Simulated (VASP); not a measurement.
Runs of VASP 6.6.1 on Si2Sb2Se. The structure is that of space group P6/mmm (No. 191), or close to it. The cells are those of the table. 

```csv
task,cell,k mesh,cutoff (eV),gap on the mesh (eV),pressure (GPa),largest force (eV/Å)
single point,"a = 4.027, b = 4.027, c = 9.530 Å, angles 90.0, 90.0, 120.0°, 5 atoms",6 × 6 × 2,520,none,15.3,(a)
relaxation of cell and atoms,"relaxed from a = 4.027, b = 4.027, c = 9.530 Å, angles 90.0, 90.0, 120.0°, 5 atoms",6 × 6 × 2,600,none,0.1,0.01
single point,"a = 4.437, b = 4.437, c = 8.495 Å, angles 90.0, 90.0, 120.0°, 5 atoms",12 × 12 × 6,520,none,0.0,0.01
single point,"a = 4.454, b = 4.454, c = 8.413 Å, angles 90.0, 90.0, 120.0°, 5 atoms",6 × 6 × 2,520,none,0.0,0.03
```

Alike in all rows: level PBE; potentials or basis VASP PAW PBE potentials, release 64 (Si, Sb, Se); no spin polarisation; smearing gaussian 0.1 eV.

Task: Estimate the missing entries.

Result: (a) 5.42.

Caveats: some runs use coarse meshes; spin-orbit coupling is left out, which moves the levels of the heavy elements; this functional lacks dispersion, which binds the layers, so the pressure and a relaxed spacing across them are unreliable (some runs); forces of over 1 eV/Å act on the atoms, so gaps and moduli don't describe the material at rest (some runs).

A k mesh can miss the band edges, and the runs leave out spin-orbit coupling on Sb, Se.

A gap of «none» marks levels without a gap at the run's occupations.
